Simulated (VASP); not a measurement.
An input for VASP 6.6.1 (Ag):

File INCAR:

```
SYSTEM = Ag
ALGO = Normal
EDIFF = 1E-4
ENCUT = 520
GGA = PE
ISMEAR = -1
LASPH = .TRUE.
LCHARG = .FALSE.
LREAL = .FALSE.
LWAVE = .TRUE.
NBANDS = 12
NELM = 60
PREC = Accurate
SIGMA = 0.05
```

KPOINTS

```
k-points
0
G
  11 11 11
  0 0 0
```

POSCAR

```
Ag
1.0
   -1.4172275545      1.9938421169      1.4149735254
    1.4157199839     -1.9948959400      1.4119725397
    1.4111969069      1.9990612284     -1.4134829905
Ag
1
Direct
    0.0000000000      0.0000000000      0.0000000000
```

Potentials or basis: VASP PAW PBE potentials, release 64 (Ag).

Run with:

```bash
$ cat potpaw_PBE.64/Ag/POTCAR > POTCAR
$ mpirun -np 1 vasp_std > vasp.out
```

Problem. Does this run start?

Solution. The run stopped without a result. It printed:

OUTCAR:

```text
SYSTEM = Ag
   EDIFF = 1E-4
   ENCUT = 520
   GGA = PE
   ISMEAR = -1
   LASPH = .TRUE.
   LREAL = .FALSE.
   NELM = 60
   PREC = Accurate

[... 45 lines left out ...]
|     E        R     R  R     R  O     O  R     R     ###     ###     ###     |
|     E        R     R  R     R  O     O  R     R     ###     ###     ###     |
|     EEEEE    RRRRRR   RRRRRR   O     O  RRRRRR       #       #       #      |
|     E        R   R    R   R    O     O  R   R                               |
|     E        R    R   R    R   O     O  R    R      ###     ###     ###     |
|     EEEEEEE  R     R  R     R  OOOOOOO  R     R     ###     ###     ###     |
|                                                                             |
|     VERY BAD NEWS! internal error in subroutineSGRCON:Found some            |
|     non-integer element in rotation matrix 3                                |
|                                                                             |
|       ---->  I REFUSE TO CONTINUE WITH THIS SICK JOB ... BYE!!! <----       |
|                                                                             |
 -----------------------------------------------------------------------------
```

On the terminal:

```text
POSCAR found type information on POSCAR Ag
 POSCAR found :  1 types and       1 ions
[... 18 lines left out ...]

1
```
